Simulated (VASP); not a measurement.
Set up this calculation in VASP 6.6.1, as the native input.

```yaml
Task: relaxation of cell and atoms
Functional: PBE
Potentials_or_basis: VASP PAW PBE potentials, release 64 (Ti_sv, B)
Cutoff: 500 eV
k_mesh: 13 × 13 × 10
Occupations: fermi-dirac, width 0.15 eV
Spin: no spin polarisation
Dipole_correction: no
Further_INCAR_settings: ALGO = Normal; EDIFF = 1e-07; IBRION = 2; EDIFFG = -0.02; NSW = 80; ISIF = 3
```

The structure of TiB2 lies in POSCAR:

```
TiB2
1.0
    3.0292000000      0.0000000000      0.0000000000
   -1.5146000000      2.6233640000      0.0000000000
    0.0000000000      0.0000000000      3.2284000000
Ti B
1 2
Direct
    0.0000000000      0.0000000000      0.0000000000
    0.3333333333      0.6666666667      0.5000000000
    0.6666666667      0.3333333333      0.5000000000
```

One way to write it, as run:

INCAR

```
  ALGO = Normal
  EDIFF = 1E-7
  EDIFFG = -0.02
  ENCUT = 500
  GGA = PE
  GGA_COMPAT = False
  IBRION = 2
  ISIF = 3
  ISMEAR = -1
  LASPH = True
  LCHARG = False
  LREAL = False
  LWAVE = False
  NELM = 120
  NELMIN = 4
  NSW = 80
  PREC = Accurate
  SIGMA = 0.15
```

KPOINTS

```
k-points
0
Gamma
  13 13 10
```

Potentials or basis: VASP PAW PBE potentials, release 64 (Ti_sv, B).

Launch:

```bash
$ cat potpaw_PBE.64/Ti_sv/POTCAR potpaw_PBE.64/B/POTCAR > POTCAR
$ mpirun -np 1 vasp_std > vasp.out
```

It gave:

- Relaxed volume: 8.57 Å³/atom
- Relaxed cell: a = 3.033 Å, b = 3.033 Å, c = 3.228 Å, α = 90.00°, β = 90.00°, γ = 120.00°
- Space group after relaxing (to 0.05 Å): P6/mmm (No. 191)
- Energy gained by relaxing: 0.1 meV/atom
- Ionic steps: 4
- Pressure after relaxing: -0.1 GPa
- Band gap on the k mesh: zero (band 9 reaches 10.31 eV, above the bottom of band 10 at 9.79 eV)

It took 49 s on 1 thread of Intel Xeon 6975P-C, on a shared host, peak memory 0.17 GiB.
